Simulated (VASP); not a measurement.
# Rh (Im-3m) in VASP: notebook

Runs on Rh. Level: LDA. Tasks: single point.

All numbers are computed with VASP 6.6.1; they aren't measurements. Logs are shortened: lines on timing, memory, paths and dates and some standing lists are left out, and cuts for length are marked.

**1. The cell of the first run**

It takes space group Im-3m (No. 229, cubic). Conventional cell: a = 3.008 Å, b = 3.008 Å, c = 3.008 Å, α = 90.00°, β = 90.00°, γ = 90.00°. Within 3.4 Å of Rh (site symmetry m-3m) lie 14 Rh at 2.61 to 3.01 Å.

**2. Single point, LDA**

The input, INCAR:

```
SYSTEM = Rh
PREC = Accurate
ENCUT = 520
EDIFF = 1E-6
ISMEAR = -1
SIGMA = 0.1
LREAL = .False.
LASPH = .True.
NELM = 60
ALGO = Normal
ISIF = 2
LWAVE = .False.
LCHARG = .True.
LELF = .True.
LVHAR = .True.
NBANDS = 14
```

The input, KPOINTS:

```
Automatic mesh
0
Gamma
  15 15 15
  0 0 0
```

The input, POSCAR:

```
Rh
1.0
   -1.5041841359      1.5041841359      1.5041841359
    1.5041841359     -1.5041841359      1.5041841359
    1.5041841359      1.5041841359     -1.5041841359
Rh
1
Direct
    0.0000000000      0.0000000000      0.0000000000
```

Potentials or basis: VASP PAW LDA potentials, release 64 (Rh_pv).

Started as:

```
$ cat potpaw_LDA.64/Rh_pv/POTCAR > POTCAR
$ mpirun -np 1 vasp_std > vasp.out
```

OUTCAR:

```text
SYSTEM = Rh
   PREC = Accurate
   ENCUT = 520
   EDIFF = 1E-6
   ISMEAR = -1
   LREAL = .False.
   LASPH = .True.
   NELM = 60
   ISIF = 2

 ion  position               nearest neighbor table
   1  0.000  0.000  0.000-

  LATTYP: Found a body centered cubic cell.
 ALAT       =     3.0083682718

  Lattice vectors:

 A1 = (  -1.5041841359,   1.5041841359,   1.5041841359)
 A2 = (   1.5041841359,  -1.5041841359,   1.5041841359)
 A3 = (   1.5041841359,   1.5041841359,  -1.5041841359)

Analysis of symmetry for initial positions (statically):
=====================================================================
 Subroutine PRICEL returns:
 Original cell was already a primitive cell.

 Routine SETGRP: Setting up the symmetry group for a
 body centered cubic supercell.

 Subroutine GETGRP returns: Found 48 space group operations
 (whereof 48 operations were pure point group operations)
 out of a pool of 48 trial point group operations.

The static configuration has the point symmetry O_h .

Analysis of symmetry for dynamics (positions and initial velocities):
=====================================================================
 Subroutine PRICEL returns:
 Original cell was already a primitive cell.

 Routine SETGRP: Setting up the symmetry group for a
 body centered cubic supercell.

 Subroutine GETGRP returns: Found 48 space group operations
 (whereof 48 operations were pure point group operations)
 out of a pool of 48 trial point group operations.

The dynamic configuration has the point symmetry O_h .

 Subroutine INISYM returns: Found 48 space group operations
 (whereof 48 operations are pure point group operations),
 and found     1 'primitive' translations

----------------------------------------------------------------------------------------

                                     Primitive cell

  volume of cell :      13.6133

  direct lattice vectors                    reciprocal lattice vectors
    -1.504184136  1.504184136  1.504184136     0.000000000  0.332406112  0.332406112
     1.504184136 -1.504184136  1.504184136     0.332406112  0.000000000  0.332406112
     1.504184136  1.504184136 -1.504184136     0.332406112  0.332406112  0.000000000

  length of vectors
     2.605323347  2.605323347  2.605323347     0.470093231  0.470093231  0.470093231

  position of ions in fractional coordinates (direct lattice)
     0.000000000  0.000000000  0.000000000

  ion indices of the primitive-cell ions
   primitive index   ion index
                 1           1

----------------------------------------------------------------------------------------

 KPOINTS: Automatic mesh

Automatic generation of k-mesh.
 Grid dimensions read from file:
 generate k-points for:   15   15   15

 Generating k-lattice:

  Cartesian coordinates                     Fractional coordinates (reciprocal lattice)
     0.000000000  0.022160407  0.022160407     0.066666667  0.000000000  0.000000000
     0.022160407  0.000000000  0.022160407     0.000000000  0.066666667  0.000000000
     0.022160407  0.022160407  0.000000000     0.000000000  0.000000000  0.066666667

  Length of vectors
     0.031339549  0.031339549  0.031339549

  Shift w.r.t. Gamma in fractional coordinates (k-lattice)
     0.000000000  0.000000000  0.000000000

 Subroutine IBZKPT returns following result:
 ===========================================

 Found    120 irreducible k-points:

 Following reciprocal coordinates:
            Coordinates               Weight
  0.000000  0.000000  0.000000      1.000000
  0.066667  0.000000  0.000000     12.000000
  0.133333  0.000000  0.000000     12.000000
  0.200000  0.000000  0.000000     12.000000
  0.266667  0.000000  0.000000     12.000000
  0.333333  0.000000  0.000000     12.000000
[... 16 lines left out ...]
  0.333333  0.200000  0.000000     48.000000
  0.400000  0.200000 -0.000000     24.000000
 [... further k-points ...]
   k-points           NKPTS =    120   k-points in BZ     NKDIM =    120   number of bands    NBANDS=     14
   number of dos      NEDOS =    301   number of ions     NIONS =      1
   total plane-waves  NPLWV =   8000
   dimension x,y,z NGX =    20 NGY =   20 NGZ =   20
   dimension x,y,z NGXF=    40 NGYF=   40 NGZF=   40
   ions per type =               1
   NGX,Y,Z   is equivalent  to a cutoff of  12.76, 12.76, 12.76 a.u.
   NGXF,Y,Z  is equivalent  to a cutoff of  25.52, 25.52, 25.52 a.u.
 SYSTEM =  Rh
   PREC   = accura    normal or accurate (medium, high low for compatibility)
   ISTART =      0    job   : 0-new  1-cont  2-samecut
   ICHARG =      2    charge: 1-file 2-atom 10-const
   ISPIN  =      1    spin polarized calculation?
   LNONCOLLINEAR =      F non collinear calculations
   LSORBIT =      F    spin-orbit coupling
   LASPH  =      T    aspherical Exc in radial PAW
   ENCUT  =  520.0 eV  38.22 Ry    6.18 a.u.   4.84  4.84  4.84*2*pi/ulx,y,z
   NELM   =     60;   NELMIN=  2; NELMDL= -5     # of ELM steps
   EDIFF  = 0.1E-05   stopping-criterion for ELM
   LREAL  =      F    real-space projection
   EDIFFG = 0.1E-04   stopping-criterion for IOM
   NSW    =      0    number of steps for IOM
   IBRION =     -1    ionic relax: 0-MD 1-quasi-New 2-CG
   NFREE  =      0    steps in history (QN), initial steepest desc. (CG)
   ISIF   =      2    stress and relaxation
   ISYM   =      2    0-nonsym 1-usesym 2-fastsym
   POTIM  = 0.5000    time-step for ionic-motion
   TEBEG  =    0.0;   TEEND  =   0.0 temperature during run
   PSTRESS=    0.0 pullay stress
   NELECT =      15.0000    total number of electrons
   NUPDOWN=      -1.0000    fix difference up-down
   EMIN   =  10.00;   EMAX   =-10.00  energy-range for DOS
   EFERMI =   0.00;   METHOD = LEGACY
   ISMEAR =    -1;   SIGMA  =   0.10  broadening in eV -4-tet -1-fermi 0-gaus
   EFERMI_NEDOS =   21; number of points for ismear=-14 and -15
   IALGO  =     38    algorithm
   IMIX   =      4    mixing-type and parameters
     AMIX     =   0.40;   BMIX     =  1.00
     AMIX_MAG =   1.60;   BMIX_MAG =  1.00
  volume/ion in A,a.u.               =      13.61        91.87
  Fermi-wavevector in a.u.,A,eV,Ry     =   1.690899  3.195335 38.900938  2.859138
  Thomas-Fermi vector in A             =   2.772763
   LORBIT       =      0    0 simple, 1 ext, 2 COOP (PROOUT), +10 PAW based schemes
   GGA     = CA    functional components
   LHFCALC =     F    Hartree Fock is set to
   AEXX    =    0.0000 exact exchange contribution
   IVDW    =     0    specifies the selected vdW correction
   LEPSILON=     F    determine dielectric tensor
   LRPA    =     F    only Hartree local field effects (RPA)
 non-spin polarized calculation
  energy-cutoff  :      520.00
  volume of cell :       13.61
 maximum number of plane-waves:       376
   NGX =  9   NGY =  9   NGZ =  9

 number of electron      14.9999994 magnetization

 Free energy of the ion-electron system (eV)
  ---------------------------------------------------
  ext. energy  EPLUGINS =         0.00000000
  ---------------------------------------------------
  free energy    TOTEN  =        -8.31803342 eV

  energy without entropy =       -8.24657418  energy(sigma->0) =       -8.28230380

 E-fermi :  11.7366     XC(G=0): -14.4008

 val. band max:       11.7302080510   @ k =  -0.4000   0.4000   0.4000
 cond. band min:      11.7557104809   @ k =  -0.3333   0.3333   0.1333
 fundamental gap:      0.0255024299
 Fermi energy:        11.7366076149

 k-point     1 :       0.0000    0.0000    0.0000
  band No.  band energies     occupation
      1     -34.1283      2.00000
      2     -34.1283      2.00000
      3     -34.1283      2.00000
      4       3.7925      2.00000
      5       8.6612      2.00000
      6       8.6612      2.00000
      7       8.6612      2.00000
      8      11.2479      1.98502
      9      11.2479      1.98502
     10      30.1674      0.00000
     11      30.1674      0.00000
     12      30.1674      0.00000
     13      32.5177      0.00000
     14      40.6370      0.00000

 k-point     2 :       0.0667    0.0000    0.0000
  band No.  band energies     occupation
      1     -34.1638      2.00000
      2     -34.1399      2.00000
      3     -34.1283      2.00000
      4       3.9841      2.00000
      5       8.5817      2.00000
      6       8.6596      2.00000
      7       8.8170      2.00000
      8      11.1472      1.99450
      9      11.2532      1.98421
     10      30.2497      0.00000
     11      30.2820      0.00000
     12      30.4478      0.00000
     13      32.5175      0.00000
     14      39.1203      0.00000

 k-point     3 :       0.1333    0.0000    0.0000
  band No.  band energies     occupation
      1     -34.2634      2.00000
      2     -34.1727      2.00000
      3     -34.1284      2.00000
      4       4.5215      2.00000
      5       8.3635      2.00000
      6       8.6456      2.00000
      7       9.2727      2.00000
      8      10.9350      1.99934
      9      11.2731      1.98077
     10      30.3198      0.00000
     11      30.3355      0.00000
     12      31.2563      0.00000
     13      32.5172      0.00000
     14      37.4156      0.00000
[... 324 lines left out ...]
 k-point    23 :       0.3333    0.2000    0.0000
  band No.  band energies     occupation
      1     -34.8084      2.00000
      2     -34.4757      2.00000
      3     -34.2055      2.00000
      4       6.5149      2.00000
      5       7.4498      2.00000
      6       9.3180      2.00000
      7      11.0625      1.99764
      8      11.9237      0.26687
      9      16.4719      0.00000
     10      22.1617      0.00000
     11      25.1415      0.00000
     12      29.6189      0.00000
     13      32.5205      0.00000
     14      35.6155      0.00000

 k-point    24 :       0.4000    0.2000   -0.0000
  band No.  band energies     occupation
      1     -34.8210      2.00000
      2     -34.4979      2.00000
      3     -34.2070      2.00000
      4       6.4577      2.00000
      5       7.4173      2.00000
      6       9.4800      2.00000
      7      11.1326      1.99525
      8      12.0178      0.11341
      9      17.3917      0.00000
     10      21.0553      0.00000
     11      24.8308      0.00000
     12      29.4107      0.00000
     13      32.5205      0.00000
     14      36.3934      0.00000

 [... further k-points ...]
[... 5 lines left out ...]
  --------------------------------------------------------------------------------------
  -------------------------------------------------------------------------------------
  Total        0.0699640      0.0699640      0.0699640      0.0000000      0.0000000      0.0000000
  in kB        8.2342180      8.2342180      8.2342180      0.0000000      0.0000000      0.0000000
  external PRESSURE =       8.2342180 kB  Pullay stress =       0.0000000 kB

 VOLUME and BASIS-vectors are now :
 -----------------------------------------------------------------------------
  energy-cutoff  :      520.00
  volume of cell :       13.61
      direct lattice vectors                 reciprocal lattice vectors
    -1.504184136  1.504184136  1.504184136     0.000000000  0.332406112  0.332406112
     1.504184136 -1.504184136  1.504184136     0.332406112  0.000000000  0.332406112
     1.504184136  1.504184136 -1.504184136     0.332406112  0.332406112  0.000000000

 POSITION                                       TOTAL-FORCE (eV/Angst)
 -----------------------------------------------------------------------------------
      0.00000      0.00000      0.00000        -0.000000     -0.000000      0.000000
 -----------------------------------------------------------------------------------
    total drift:                                0.000000     -0.000000      0.000000

  FREE ENERGIE OF THE ION-ELECTRON SYSTEM (eV)
  ---------------------------------------------------
  free  energy   TOTEN  =        -8.3180334153 eV

  energy  without entropy=       -8.2465741842  energy(sigma->0) =       -8.28230380
```

It took 8 s on 1 thread of Intel Xeon 6975P-C (Granite Rapids), shared host; peak memory 0.13 GiB.

Results:

```
Free energy : -8.3180 eV
Pressure    : 0.8 GPa
```

**3. Single point, LDA (volume scaled by 0.88)**

The input, INCAR:

```
SYSTEM = Rh
ALGO     = Normal         ! electronic algorithm
EDIFF    = 1E-6           ! SCF threshold, eV
ENCUT    = 520            ! plane-wave cutoff, eV
ISIF     = 2              ! what is computed and relaxed
ISMEAR   = -1             ! smearing method
LASPH    = .True.         ! aspherical terms in the spheres
LCHARG   = .False.        ! write CHGCAR
LREAL    = .False.        ! projectors in reciprocal space
LWAVE    = .False.        ! write WAVECAR
NBANDS   = 14             ! bands
NELM     = 80             ! most SCF steps
PREC     = Accurate       ! precision mode
SIGMA    = 0.1            ! smearing width, eV
```

The input, KPOINTS:

```
k-points
0
Gamma
  16 16 16
  0 0 0
```

The input, POSCAR:

```
Rh
1.0
   -1.4414355475      1.4414355475      1.4414355475
    1.4414355475     -1.4414355475      1.4414355475
    1.4414355475      1.4414355475     -1.4414355475
Rh
1
Direct
    0.0000000000      0.0000000000      0.0000000000
```

Potentials or basis: VASP PAW LDA potentials, release 64 (Rh_pv).

Started as:

```
$ cat potpaw_LDA.64/Rh_pv/POTCAR > POTCAR
$ mpirun -np 1 vasp_std > vasp.out
```

OUTCAR:

```text
SYSTEM = Rh
   EDIFF = 1E-6
   ENCUT = 520
   ISIF = 2
   ISMEAR = -1
   LASPH = .True.
   LREAL = .False.
   NELM = 80
   PREC = Accurate

 ion  position               nearest neighbor table
   1  0.000  0.000  0.000-

  LATTYP: Found a body centered cubic cell.
 ALAT       =     2.8828710950

  Lattice vectors:

 A1 = (  -1.4414355475,   1.4414355475,   1.4414355475)
 A2 = (   1.4414355475,  -1.4414355475,   1.4414355475)
 A3 = (   1.4414355475,   1.4414355475,  -1.4414355475)

Analysis of symmetry for initial positions (statically):
=====================================================================
[... 579 lines left out ...]
     11      30.2435      0.00000
     12      34.5108      0.00000
     13      34.7869      0.00000
     14      37.8373      0.00000

 [... further k-points ...]
[... 5 lines left out ...]
  --------------------------------------------------------------------------------------
  -------------------------------------------------------------------------------------
  Total        3.8889853      3.8889853      3.8889853      0.0000000      0.0000000     -0.0000000
  in kB      520.1171970    520.1171970    520.1171970      0.0000000      0.0000000     -0.0000000
  external PRESSURE =     520.1171970 kB  Pullay stress =       0.0000000 kB

 VOLUME and BASIS-vectors are now :
 -----------------------------------------------------------------------------
  energy-cutoff  :      520.00
  volume of cell :       11.98
      direct lattice vectors                 reciprocal lattice vectors
    -1.441435548  1.441435548  1.441435548     0.000000000  0.346876418  0.346876418
     1.441435548 -1.441435548  1.441435548     0.346876418  0.000000000  0.346876418
     1.441435548  1.441435548 -1.441435548     0.346876418  0.346876418  0.000000000

 POSITION                                       TOTAL-FORCE (eV/Angst)
 -----------------------------------------------------------------------------------
      0.00000      0.00000      0.00000         0.000000     -0.000000     -0.000000
 -----------------------------------------------------------------------------------
    total drift:                                0.000000     -0.000000      0.000000

  FREE ENERGIE OF THE ION-ELECTRON SYSTEM (eV)
  ---------------------------------------------------
  free  energy   TOTEN  =        -8.0803520705 eV

  energy  without entropy=       -8.0181531294  energy(sigma->0) =       -8.04925260
```

Wall time 9.9 s (1 thread of Intel Xeon 6975P-C (Granite Rapids), shared host); peak memory 0.13 GiB.

What came out:

```yaml
Free_energy: -8.0804 eV
Pressure: 52.0 GPa
```

[end of part 1 of 3]
